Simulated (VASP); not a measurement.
# Tl (P6_3/mmc) in VASP: further runs

The runs below take Tl through single point, with revPBE.

Everything below comes from runs of VASP 6.6.1. Logs are shortened: lines on timing, memory, paths and dates and some standing lists are left out, and cuts for length are marked.

## 1. The cell of the first run

The structure is hexagonal, space group P6_3/mmc (No. 194). Conventional cell: a = 3.663 Å, b = 3.663 Å, c = 11.756 Å, α = 90.00°, β = 90.00°, γ = 120.00°. Tl (site symmetry -3m) has 12 Tl at 3.62 to 3.66 Å within 4.8 Å. Within 4.8 Å of Tl (site symmetry -6m2) lie 12 Tl at 3.62 to 3.66 Å.

## 2. Single point, revPBE (volume scaled by 1.04)

INCAR reads:

```
PREC = Accurate
ENCUT = 520
EDIFF = 1E-6
ISMEAR = -1
SIGMA = 0.1
LREAL = F
LASPH = T
NELM = 100
ALGO = Normal
ISIF = 2
LWAVE = F
LCHARG = F
GGA = RE
NBANDS = 34
```

KPOINTS reads:

```
Automatic mesh
0
Gamma
  11 11 3
```

POSCAR reads:

```
Tl
1.0
    3.6629522468      0.0000000000      0.0000000000
   -1.8314761234      3.1722096986      0.0000000000
    0.0000000000      0.0000000000     11.7561652015
Tl
4
Direct
    1.0000000000      1.0000000000      0.0000000000
    1.0000000000      1.0000000000      0.5000000000
    0.3333333333      0.6666666667      0.2500000000
    0.6666666667      0.3333333333      0.7500000000
```

Potentials or basis: VASP PAW PBE potentials, release 64 (Tl_d).

On the command line:

```console
cat potpaw_PBE.64/Tl_d/POTCAR > POTCAR
mpirun -np 1 vasp_std > vasp.out
```

OUTCAR:

```text
PREC = Accurate
   ENCUT = 520
   EDIFF = 1E-6
   ISMEAR = -1
   LREAL = F
   LASPH = T
   NELM = 100
   ISIF = 2
   GGA = RE

 ion  position               nearest neighbor table
   1  0.000  0.000  0.000-   3 3.62   4 3.62   4 3.62   3 3.62   4 3.62   3 3.62
   2  0.000  0.000  0.500-   3 3.62   4 3.62   4 3.62   3 3.62   4 3.62   3 3.62
   3  0.333  0.667  0.250-   1 3.62   2 3.62   1 3.62   2 3.62   1 3.62   2 3.62
   4  0.667  0.333  0.750-   1 3.62   2 3.62   1 3.62   2 3.62   1 3.62   2 3.62

  LATTYP: Found a hexagonal cell.
 ALAT       =     3.6629522468
 C/A-ratio  =     3.2094781502

  Lattice vectors:

 A1 = (   3.6629522468,   0.0000000000,   0.0000000000)
 A2 = (  -1.8314761234,   3.1722096986,   0.0000000000)
 A3 = (   0.0000000000,   0.0000000000,  11.7561652015)

Analysis of symmetry for initial positions (statically):
=====================================================================
 Subroutine PRICEL returns:
 Original cell was already a primitive cell.

 Routine SETGRP: Setting up the symmetry group for a
 hexagonal supercell.

 Subroutine GETGRP returns: Found 24 space group operations
 (whereof 12 operations were pure point group operations)
 out of a pool of 24 trial point group operations.

The static configuration has the point symmetry D_3d.
 The point group associated with its full space group is D_6h.

Analysis of symmetry for dynamics (positions and initial velocities):
=====================================================================
 Subroutine PRICEL returns:
 Original cell was already a primitive cell.

 Routine SETGRP: Setting up the symmetry group for a
 hexagonal supercell.

 Subroutine GETGRP returns: Found 24 space group operations
 (whereof 12 operations were pure point group operations)
 out of a pool of 24 trial point group operations.

The dynamic configuration has the point symmetry D_3d.
 The point group associated with its full space group is D_6h.

 Subroutine INISYM returns: Found 24 space group operations
 (whereof 12 operations are pure point group operations),
 and found     1 'primitive' translations

----------------------------------------------------------------------------------------

                                     Primitive cell

  volume of cell :     136.6026

  direct lattice vectors                    reciprocal lattice vectors
     3.662952247  0.000000000  0.000000000     0.273003832  0.157618836  0.000000000
    -1.831476123  3.172209699  0.000000000     0.000000000  0.315237672  0.000000000
     0.000000000  0.000000000 11.756165201     0.000000000  0.000000000  0.085061751

  length of vectors
     3.662952247  3.662952247 11.756165201     0.315237672  0.315237672  0.085061751

  position of ions in fractional coordinates (direct lattice)
     0.000000000  0.000000000  0.000000000
     0.000000000  0.000000000  0.500000000
     0.333333333  0.666666667  0.250000000
     0.666666667  0.333333333  0.750000000

  ion indices of the primitive-cell ions
   primitive index   ion index
                 1           1
                 2           2
                 3           3
                 4           4

----------------------------------------------------------------------------------------

 KPOINTS: Automatic mesh

Automatic generation of k-mesh.
 Grid dimensions read from file:
 generate k-points for:   11   11    3

 Generating k-lattice:

  Cartesian coordinates                     Fractional coordinates (reciprocal lattice)
     0.024818530  0.014328985  0.000000000     0.090909091 -0.000000000  0.000000000
     0.000000000  0.028657970  0.000000000     0.000000000  0.090909091  0.000000000
     0.000000000  0.000000000  0.028353917     0.000000000  0.000000000  0.333333333

  Length of vectors
     0.028657970  0.028657970  0.028353917

  Shift w.r.t. Gamma in fractional coordinates (k-lattice)
     0.000000000  0.000000000  0.000000000

 Subroutine IBZKPT returns following result:
 ===========================================

 Found     32 irreducible k-points:

 Following reciprocal coordinates:
            Coordinates               Weight
  0.000000  0.000000  0.000000      1.000000
  0.090909  0.000000  0.000000      6.000000
  0.181818  0.000000  0.000000      6.000000
  0.272727 -0.000000  0.000000      6.000000
  0.363636 -0.000000  0.000000      6.000000
  0.454545  0.000000  0.000000      6.000000
[... 16 lines left out ...]
  0.090909  0.090909  0.333333     12.000000
  0.181818  0.090909  0.333333     24.000000
 [... further k-points ...]
   k-points           NKPTS =     32   k-points in BZ     NKDIM =     32   number of bands    NBANDS=     34
   number of dos      NEDOS =    301   number of ions     NIONS =      4
   total plane-waves  NPLWV =  70560
   dimension x,y,z NGX =    28 NGY =   28 NGZ =   90
   dimension x,y,z NGXF=    56 NGYF=   56 NGZF=  180
   ions per type =               4
   NGX,Y,Z   is equivalent  to a cutoff of  12.71, 12.71, 12.73 a.u.
   NGXF,Y,Z  is equivalent  to a cutoff of  25.42, 25.42, 25.45 a.u.
 SYSTEM =  unknown system
   PREC   = accura    normal or accurate (medium, high low for compatibility)
   ISTART =      0    job   : 0-new  1-cont  2-samecut
   ICHARG =      2    charge: 1-file 2-atom 10-const
   ISPIN  =      1    spin polarized calculation?
   LNONCOLLINEAR =      F non collinear calculations
   LSORBIT =      F    spin-orbit coupling
   LASPH  =      T    aspherical Exc in radial PAW
   ENCUT  =  520.0 eV  38.22 Ry    6.18 a.u.   6.81  6.81 21.86*2*pi/ulx,y,z
   NELM   =    100;   NELMIN=  2; NELMDL= -5     # of ELM steps
   EDIFF  = 0.1E-05   stopping-criterion for ELM
   LREAL  =      F    real-space projection
   EDIFFG = 0.1E-04   stopping-criterion for IOM
   NSW    =      0    number of steps for IOM
   IBRION =     -1    ionic relax: 0-MD 1-quasi-New 2-CG
   NFREE  =      0    steps in history (QN), initial steepest desc. (CG)
   ISIF   =      2    stress and relaxation
   ISYM   =      2    0-nonsym 1-usesym 2-fastsym
   POTIM  = 0.5000    time-step for ionic-motion
   TEBEG  =    0.0;   TEEND  =   0.0 temperature during run
   PSTRESS=    0.0 pullay stress
   NELECT =      52.0000    total number of electrons
   NUPDOWN=      -1.0000    fix difference up-down
   EMIN   =  10.00;   EMAX   =-10.00  energy-range for DOS
   EFERMI =   0.00;   METHOD = LEGACY
   ISMEAR =    -1;   SIGMA  =   0.10  broadening in eV -4-tet -1-fermi 0-gaus
   EFERMI_NEDOS =   21; number of points for ismear=-14 and -15
   IALGO  =     38    algorithm
   IMIX   =      4    mixing-type and parameters
     AMIX     =   0.40;   BMIX     =  1.00
     AMIX_MAG =   1.60;   BMIX_MAG =  1.00
  volume/ion in A,a.u.               =      34.15       230.46
  Fermi-wavevector in a.u.,A,eV,Ry     =   1.186469  2.242101 19.153034  1.407708
  Thomas-Fermi vector in A             =   2.322641
   LORBIT       =      0    0 simple, 1 ext, 2 COOP (PROOUT), +10 PAW based schemes
   GGA     = RE    functional components
   LHFCALC =     F    Hartree Fock is set to
   AEXX    =    0.0000 exact exchange contribution
   IVDW    =     0    specifies the selected vdW correction
   LEPSILON=     F    determine dielectric tensor
   LRPA    =     F    only Hartree local field effects (RPA)
 non-spin polarized calculation
  energy-cutoff  :      520.00
  volume of cell :      136.60
 maximum number of plane-waves:      3706
 NGX is ok and might be reduce to    28
   NGX = 13   NGY = 13   NGZ = 43

 number of electron      52.0000000 magnetization

 Free energy of the ion-electron system (eV)
  ---------------------------------------------------
  ext. energy  EPLUGINS =         0.00000000
  ---------------------------------------------------
  free energy    TOTEN  =        -7.58738858 eV

  energy without entropy =       -7.50315860  energy(sigma->0) =       -7.54527359

 E-fermi :   5.0020     XC(G=0):  -9.2327

 val. band max:        4.9750588516   @ k =   0.2727   0.2727   0.0000
 cond. band min:       5.0241993267   @ k =   0.2727   0.2727   0.3333
 fundamental gap:      0.0491404751
 Fermi energy:         5.0019721150

 k-point     1 :       0.0000    0.0000    0.0000
  band No.  band energies     occupation
      1      -6.5805      2.00000
      2      -6.5218      2.00000
      3      -6.5126      2.00000
      4      -6.5015      2.00000
      5      -6.5015      2.00000
      6      -6.4882      2.00000
[... 26 lines left out ...]
     33      12.7077      0.00000
     34      13.6385      0.00000

 k-point     2 :       0.0909    0.0000    0.0000
  band No.  band energies     occupation
      1      -6.5661      2.00000
      2      -6.5207      2.00000
      3      -6.5185      2.00000
      4      -6.5005      2.00000
      5      -6.4918      2.00000
      6      -6.4854      2.00000
[... 26 lines left out ...]
     33      12.3583      0.00000
     34      12.6440      0.00000

 k-point     3 :       0.1818    0.0000    0.0000
  band No.  band energies     occupation
      1      -6.5756      2.00000
      2      -6.5391      2.00000
      3      -6.5387      2.00000
      4      -6.4880      2.00000
      5      -6.4853      2.00000
      6      -6.4610      2.00000
[... 26 lines left out ...]
     33      11.6053      0.00000
     34      11.6158      0.00000
[... 704 lines left out ...]
 k-point    23 :       0.0909    0.0909    0.3333
  band No.  band energies     occupation
      1      -6.5441      2.00000
      2      -6.5382      2.00000
      3      -6.5223      2.00000
      4      -6.5213      2.00000
      5      -6.4837      2.00000
      6      -6.4655      2.00000
[... 26 lines left out ...]
     33      11.6837      0.00000
     34      11.9637      0.00000

 k-point    24 :       0.1818    0.0909    0.3333
  band No.  band energies     occupation
      1      -6.5752      2.00000
      2      -6.5614      2.00000
      3      -6.5288      2.00000
      4      -6.5124      2.00000
      5      -6.4851      2.00000
      6      -6.4586      2.00000
[... 26 lines left out ...]
     33      10.6880      0.00000
     34      11.3985      0.00000

 [... further k-points ...]

------------------------ aborting loop because EDIFF is reached ----------------------------------------

  FORCE on cell =-STRESS in cart. coord.  units (eV):
  Direction    XX          YY          ZZ          XY          YZ          ZX
  --------------------------------------------------------------------------------------
  -------------------------------------------------------------------------------------
  Total       -0.6724675     -0.6724675     -0.7646076     -0.0000000     -0.0000000      0.0000000
  in kB       -7.8872031     -7.8872031     -8.9678923     -0.0000000     -0.0000000      0.0000000
  external PRESSURE =      -8.2474328 kB  Pullay stress =       0.0000000 kB

 VOLUME and BASIS-vectors are now :
 -----------------------------------------------------------------------------
  energy-cutoff  :      520.00
  volume of cell :      136.60
      direct lattice vectors                 reciprocal lattice vectors
     3.662952247  0.000000000  0.000000000     0.273003832  0.157618836  0.000000000
    -1.831476123  3.172209699  0.000000000     0.000000000  0.315237672  0.000000000
     0.000000000  0.000000000 11.756165201     0.000000000  0.000000000  0.085061751

 POSITION                                       TOTAL-FORCE (eV/Angst)
 -----------------------------------------------------------------------------------
      0.00000      0.00000      0.00000         0.000000      0.000000      0.000000
      0.00000      0.00000      5.87808         0.000000      0.000000      0.000000
     -0.00000      2.11481      2.93904        -0.000000     -0.000000      0.000000
      1.83148      1.05740      8.81712        -0.000000      0.000000     -0.000000
 -----------------------------------------------------------------------------------
    total drift:                                0.000000     -0.000000      0.000000

  FREE ENERGIE OF THE ION-ELECTRON SYSTEM (eV)
  ---------------------------------------------------
  free  energy   TOTEN  =        -7.5873885831 eV

  energy  without entropy=       -7.5031586015  energy(sigma->0) =       -7.54527359
```

Wall time 1.7 min (1 thread of Intel Xeon 6975P-C, shared host); peak memory 0.3 GiB.

What came out:

```yaml
Free_energy: -7.5874 eV
Pressure: -0.8 GPa
Band_gap_on_the_k_mesh: zero (band 26 reaches 7.80 eV, above the bottom of band 27 at 4.22 eV)
```

Stress tensor (GPa, compression positive):
```
-0.79  0.00  0.00
 0.00 -0.79  0.00
 0.00  0.00 -0.90
```

Levels at points of the mesh, in eV from the Fermi level:
| k point | band 23 | band 24 | band 25 | band 26 | band 27 | band 28 |
| --- | --- | --- | --- | --- | --- | --- |
| (0.00, 0.00, 0.00) | -7.78 | -5.23 | -2.19 | 2.73 | 2.74 | 6.90 |

Caveat: the PAW data sets were made with another functional, which shifts forces and pressure a little; spin-orbit coupling is left out, which moves the levels of the heavy elements.

## 3. Single point, revPBE (volume scaled by 1.08)

INCAR reads:

```
PREC = Accurate
ENCUT = 520
EDIFF = 1E-7
ISMEAR = -1
SIGMA = 0.1
LREAL = False
LASPH = True
NELM = 60
ALGO = Normal
ISIF = 2
LWAVE = False
LCHARG = False
GGA = RE
NBANDS = 34
```

KPOINTS is that of step 2.

POSCAR reads:

```
Tl
1.0
    3.7093236536      0.0000000000      0.0000000000
   -1.8546618268      3.2123685149      0.0000000000
    0.0000000000      0.0000000000     11.9049932186
Tl
4
Direct
    1.0000000000      1.0000000000      0.0000000000
    1.0000000000      1.0000000000      0.5000000000
    0.3333333333      0.6666666667      0.2500000000
    0.6666666667      0.3333333333      0.7500000000
```

Potentials or basis: VASP PAW PBE potentials, release 64 (Tl_d).

On the command line:

```console
cat potpaw_PBE.64/Tl_d/POTCAR > POTCAR
mpirun -np 1 vasp_std > vasp.out
```

Wall time 2.3 min (1 thread of Intel Xeon 6975P-C, shared host); peak memory 0.3 GiB.

Results (log left out):

```yaml
Free_energy: -7.5530 eV
Pressure: -1.4 GPa
Band_gap_on_the_k_mesh: zero (band 26 reaches 7.35 eV, above the bottom of band 27 at 3.96 eV)
```

Stress tensor (GPa, compression positive):
```
-1.34  0.00  0.00
 0.00 -1.34  0.00
 0.00  0.00 -1.53
```

Levels at points of the mesh, in eV from the Fermi level:
| k point | band 23 | band 24 | band 25 | band 26 | band 27 | band 28 |
| --- | --- | --- | --- | --- | --- | --- |
| (0.00, 0.00, 0.00) | -7.64 | -5.26 | -2.08 | 2.61 | 2.62 | 6.66 |

Caveat: the PAW data sets were made with another functional, which shifts forces and pressure a little; spin-orbit coupling is left out, which moves the levels of the heavy elements.

## 4. Single point, revPBE (volume scaled by 1.12)

INCAR reads:

```
ALGO = Normal
EDIFF = 1E-7
ENCUT = 520
GGA = RE
ISIF = 2
ISMEAR = -1
LASPH = T
LCHARG = F
LREAL = F
LWAVE = F
NBANDS = 34
NELM = 100
PREC = Accurate
SIGMA = 0.1
```

KPOINTS reads:

```
k-points
0
Gamma
  11 11 3
```

POSCAR reads:

```
Tl
1.0
    3.7545637666      0.0000000000      0.0000000000
   -1.8772818833      3.2515476020      0.0000000000
    0.0000000000      0.0000000000     12.0501903726
Tl
4
Direct
    1.0000000000      1.0000000000      0.0000000000
    1.0000000000      1.0000000000      0.5000000000
    0.3333333333      0.6666666667      0.2500000000
    0.6666666667      0.3333333333      0.7500000000
```

On the command line:

```console
cat potpaw_PBE.64/Tl_d/POTCAR > POTCAR
mpirun -np 1 vasp_std > vasp.out
```

It took 2 min on 1 thread of Intel Xeon 6975P-C, shared host; peak memory 0.3 GiB.

The run converged. Its results:

```yaml
Free_energy: -7.5019 eV
Pressure: -1.8 GPa
Band_gap_on_the_k_mesh: zero (band 26 reaches 6.95 eV, above the bottom of band 27 at 3.72 eV)
```

Stress tensor (GPa, compression positive):
```
-1.76  0.00  0.00
 0.00 -1.76  0.00
 0.00  0.00 -2.02
```

Levels at points of the mesh, in eV from the Fermi level:
| k point | band 21 | band 22 | band 23 | band 24 | band 25 | band 26 | band 27 | band 28 | band 29 | band 30 |
| --- | --- | --- | --- | --- | --- | --- | --- | --- | --- | --- |
| (0.00, 0.00, 0.00) | -8.60 | -7.53 | -7.52 | -5.28 | -1.98 | 2.49 | 2.50 | 6.44 | 6.44 | 7.16 |

Caveat: the PAW data sets were made with another functional, which shifts forces and pressure a little; spin-orbit coupling is left out, which moves the levels of the heavy elements.

## 5. The runs side by side

| cell | gap on the mesh (eV) | pressure (GPa) |
| --- | --- | --- |
| a = 3.663, b = 3.663, c = 11.756 Å, angles 90.0, 90.0, 120.0°, 4 atoms | none | -0.8 |
| a = 3.709, b = 3.709, c = 11.905 Å, angles 90.0, 90.0, 120.0°, 4 atoms | none | -1.4 |
| a = 3.755, b = 3.755, c = 12.050 Å, angles 90.0, 90.0, 120.0°, 4 atoms | none | -1.8 |

Alike in all rows: task single point; level revPBE; potentials or basis VASP PAW PBE potentials, release 64 (Tl_d); no spin polarisation; k mesh 11 × 11 × 3; cutoff (eV) 520; smearing fermi-dirac 0.1 eV.

Caveats: the PAW data sets were made with another functional, which shifts forces and pressure a little; spin-orbit coupling is left out, which moves the levels of the heavy elements.

Absolute energies hang on the potentials; compare differences alone.
